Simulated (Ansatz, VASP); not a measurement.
CoSi in VASP and in Ansatz

```
Co Si
1.0
     2.61682    0.00000    0.00000
     0.00000    2.61682    0.00000
     0.00000    0.00000    3.13582
Co Si
1 1
Direct
  0.00000 0.00000 0.00000
  0.50000 0.50000 0.50000
```

Alike in both runs: functional PBE; k mesh 16 × 16 × 14; occupations gaussian, width 0.1 eV; no spin polarisation.

Ansatz relaxed the structure, and its values are those at the end. VASP's run is a single point on that final structure, the one shown.

```csv
,VASP,Ansatz
version,VASP 6.6.1,Ansatz 0.2.0
potentials or method,"VASP PAW PBE potentials, release 64 (Co, Si), cutoff 520 eV","scalar-relativistic, plane waves, PAW"
valence electrons in the cell,13,21
```

VASP gave:

* gap on the k mesh at the Fermi level (eV): none
* pressure (GPa): -0.1

Task: Estimate Ansatz's values.

Result: gap on the k mesh at the Fermi level (eV): none; pressure (GPa): 0.0.

A gap of «none» marks a metal or a gap that the smearing closes. With one functional, cell and mesh, what is left measures potentials, basis and numerics. VASP's potentials hold 13 valence electrons a cell and Ansatz's 21, so a difference there can come from the potentials and not from the codes.
